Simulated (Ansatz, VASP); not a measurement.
## Na in VASP and in Ansatz

```
Na
1.0
     3.79902    0.00000    0.00000
    -1.89951    3.29005    0.00000
     0.00000    0.00000    6.02169
Na
2
Direct
  0.33333 0.66667 0.25000
  0.66667 0.33333 0.75000
```

Alike in both runs: task single point; functional PBE; k mesh 15 × 15 × 8; occupations gaussian, width 0.1 eV; no spin polarisation.

|  | VASP | Ansatz |
| --- | --- | --- |
| version | VASP 6.6.1 | Ansatz 0.2.0 |
| potentials or method | VASP PAW PBE potentials, release 64 (Na_pv), cutoff 520 eV | scalar-relativistic, plane waves, PAW |
| valence electrons in the cell | 14 | 18 |

|  | VASP | Ansatz | Ansatz less VASP |
| --- | --- | --- | --- |
| gap on the k mesh at the Fermi level (eV) | none | none | - |
| pressure (GPa) | -0.1 | -0.1 | -0.01 |
| traceless stress, the component that is largest in VASP (GPa) | 0.13 | 0.13 | 0.000 |

A gap of «none» marks a metal or a gap that the smearing closes. VASP's potentials hold 14 valence electrons a cell and Ansatz's 18, so a difference there can come from the potentials and not from the codes.
